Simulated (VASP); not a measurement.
A run of VASP 6.6.1:

File INCAR:

```
SYSTEM = Ir4F
ALGO = Normal ; DIPOL = 0.5 0.5 0.346
EDIFF = 1E-7 ; ENCUT = 520
GGA = PE ; IDIPOL = 3
ISIF = 2 ; ISMEAR = 0
LASPH = .TRUE. ; LCHARG = .TRUE.
LDIPOL = .TRUE. ; LELF = .TRUE.
LREAL = .FALSE. ; LVACPOTAV = .TRUE.
LVHAR = .TRUE. ; LWAVE = .FALSE.
NBANDS = 30 ; NELM = 80
PREC = Accurate ; SIGMA = 0.1
```

KPOINTS

```
k-points
0
G
  10 7 1
  0 0 0
```

The input POSCAR:

```
Ir4F
1.0
    2.7367600872      0.0000000000      0.0000000000
    0.0000000000      3.8703632323      0.0000000000
    0.0000000000      0.0000000000     19.4599433740
Ir F
4 1
Direct
    0.5000000000      0.5000000000      0.2055504440
    0.0000000000      0.0000000000      0.2758682253
    0.5000000000      0.5000000000      0.3454282602
    0.0000000000      0.0000000000      0.4090424736
    0.0000000000      0.2500000000      0.4938228897
```

Potentials or basis: VASP PAW PBE potentials, release 64 (Ir, F).

Run with:

```sh
$ cat potpaw_PBE.64/Ir/POTCAR potpaw_PBE.64/F/POTCAR > POTCAR
$ mpirun -np 1 vasp_std > vasp.out
```

Hardware: 1 thread of Intel(R) Xeon(R) Platinum 8488C (Sapphire Rapids), on a shared host.

**Question.** How long does it take, and how much memory?

**Answer.** It took 3.7 min on 1 thread of Intel(R) Xeon(R) Platinum 8488C (Sapphire Rapids), with other jobs on the host, peak memory 0.35 GiB. Counts: scf iterations 29, k points 24.
